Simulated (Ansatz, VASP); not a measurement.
## Two plane-wave programs on TiO2

Contents of INCAR:

```
SYSTEM = TiO2
PREC = Accurate
ENCUT = 600
EDIFF = 1E-6
ISMEAR = -1
SIGMA = 0.05
LREAL = .FALSE.
LASPH = .TRUE.
NELM = 60
ALGO = Fast
ISIF = 2
LWAVE = .FALSE.
LCHARG = .FALSE.
LMAXMIX = 4
GGA = PE
```

File KPOINTS:

```
Automatic mesh
0
G
  6 6 9
  0 0 0
```

Contents of POSCAR:

```
TiO2
1.0
    4.5998373239      0.0000000000      0.0000000000
    0.0000000000      4.5998373239      0.0000000000
    0.0000000000      0.0000000000      2.9592135600
Ti O
2 4
Direct
    0.0000000000      0.0000000000      0.5000000000
    0.5000000000      0.5000000000      0.0000000000
    0.3043213200      0.3043213200      0.5000000000
    0.1956786800      0.8043213200      0.0000000000
    0.8043213200      0.1956786800      0.0000000000
    0.6956786800      0.6956786800      0.5000000000
```

KPOINTS_OPT

```
path GXMGZRAZ,XR,MA
20
line-mode
reciprocal
 0.0000000000  0.0000000000  0.0000000000  G
 0.0000000000  0.5000000000  0.0000000000  X

 0.0000000000  0.5000000000  0.0000000000  X
 0.5000000000  0.5000000000  0.0000000000  M

 0.5000000000  0.5000000000  0.0000000000  M
 0.0000000000  0.0000000000  0.0000000000  G

 0.0000000000  0.0000000000  0.0000000000  G
 0.0000000000  0.0000000000  0.5000000000  Z

 0.0000000000  0.0000000000  0.5000000000  Z
 0.0000000000  0.5000000000  0.5000000000  R

 0.0000000000  0.5000000000  0.5000000000  R
 0.5000000000  0.5000000000  0.5000000000  A

 0.5000000000  0.5000000000  0.5000000000  A
 0.0000000000  0.0000000000  0.5000000000  Z

 0.0000000000  0.5000000000  0.0000000000  X
 0.0000000000  0.5000000000  0.5000000000  R

 0.5000000000  0.5000000000  0.0000000000  M
 0.5000000000  0.5000000000  0.5000000000  A
```

File input.yaml:

```yaml
crystal:
  lattice:
    - [4.5998373239, 0.0, 0.0]
    - [0.0, 4.5998373239, 0.0]
    - [0.0, 0.0, 2.95921356]
  atoms:
    - { symbol: Ti, position: [0.0, 0.0, 0.5] }
    - { symbol: Ti, position: [0.5, 0.5, 0.0] }
    - { symbol: O, position: [0.30432132, 0.30432132, 0.5] }
    - { symbol: O, position: [0.19567868, 0.80432132, 0.0] }
    - { symbol: O, position: [0.80432132, 0.19567868, 0.0] }
    - { symbol: O, position: [0.69567868, 0.69567868, 0.5] }
hamiltonian:
  xc: pbe
  pseudopotentials: { kind: paw }
kpoints:
  mp_grid: { grid: [6, 6, 9] }
  band_path:
    path:
      - [[0.0, 0.0, 0.0], [0.0, 0.5, 0.0], [0.5, 0.5, 0.0], [0.0, 0.0, 0.0], [0.0, 0.0, 0.5], [0.0, 0.5, 0.5], [0.5, 0.5, 0.5], [0.0, 0.0, 0.5]]
      - [[0.0, 0.5, 0.0], [0.0, 0.5, 0.5]]
      - [[0.5, 0.5, 0.0], [0.5, 0.5, 0.5]]
    npoints: 14
scf:
  occupations: { method: fermi_dirac, width: 0.05 }
  n_extra_bands: 15
output:
  forces: true
  stress: true
  eigenvalues: true
  fatbands: false
```

Alike in both runs: task band structure; functional PBE; k mesh 6 × 6 × 9; occupations fermi-dirac, width 0.05 eV; no spin polarisation.

|  | VASP | Ansatz |
| --- | --- | --- |
| version | VASP 6.6.1 | Ansatz 0.2.0 |
| potentials or method | VASP PAW PBE potentials, release 64 (Ti_sv_GW, O_GW) | Ansatz PAW |
| plane-wave cutoff (eV) | 600 | 420 |
| valence electrons in the cell | 48 | 48 |

Ansatz gave:

* gap on the k mesh at the Fermi level (eV): 1.87
* least direct gap on the mesh (eV): 1.87
* gap along the band path (eV): 1.87
* pressure (GPa): 4.2
* traceless stress, the component that is largest in VASP (GPa): -0.55

Question: Which values does VASP return?

Answer: gap on the k mesh at the Fermi level (eV): 1.86; least direct gap on the mesh (eV): 1.86; gap along the band path (eV): 1.86; pressure (GPa): 3.2; traceless stress, the component that is largest in VASP (GPa): -0.51.
